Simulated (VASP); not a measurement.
Wanted: the native input for a VASP 6.6.1 run.

```
Task                   : single point
Functional             : PBE
Potentials or basis    : VASP PAW PBE potentials, release 64 (F, Li_sv)
Cutoff                 : 520 eV
k mesh                 : 11 × 11 × 11
Occupations            : fermi-dirac, width 0.05 eV
Spin                   : no spin polarisation
Dipole correction      : no
Further INCAR settings : ALGO = Normal; EDIFF = 1e-06; NBANDS = 12
```

The structure of LiF (Griceite) lies in POSCAR:

```
LiF
1.0
    0.0000000000      2.0273381371      2.0273381371
    2.0273381371      0.0000000000      2.0273381371
    2.0273381371      2.0273381371      0.0000000000
F Li
1 1
Direct
    0.5000000000      0.5000000000      0.5000000000
    0.0000000000      0.0000000000      0.0000000000
```

This cell differs from its parent crystal: volume scaled by 1.02.

These files were run (other wordings do the same):

INCAR

```
PREC     = Accurate       # precision mode
ENCUT    = 520            # plane-wave cutoff, eV
EDIFF    = 1E-6           # SCF threshold, eV
ISMEAR   = -1             # smearing method
SIGMA    = 0.05           # smearing width, eV
LREAL    = F              # projectors in reciprocal space
LASPH    = T              # aspherical terms in the spheres
NELM     = 100            # most SCF steps
ALGO     = Normal         # electronic algorithm
ISIF     = 2              # what is computed and relaxed
LWAVE    = F              # write WAVECAR
LCHARG   = T              # write CHGCAR
GGA      = PE             # functional
LELF     = T              # ELF
LVHAR    = T            
NBANDS   = 12             # bands
```

KPOINTS

```
regular mesh
0
Gamma
  11 11 11
```

Potentials or basis: VASP PAW PBE potentials, release 64 (F, Li_sv).

Run with:

```bash
$ cat potpaw_PBE.64/F/POTCAR potpaw_PBE.64/Li_sv/POTCAR > POTCAR
$ mpirun -np 1 vasp_std > vasp.out
```

It gave:

| Quantity | Value |
| --- | --- |
| Band gap on the k mesh | 8.91 eV, direct |

It used 15 s of CPU time on 1 thread of AMD EPYC 7R13 Processor (Zen 3) (shared host).
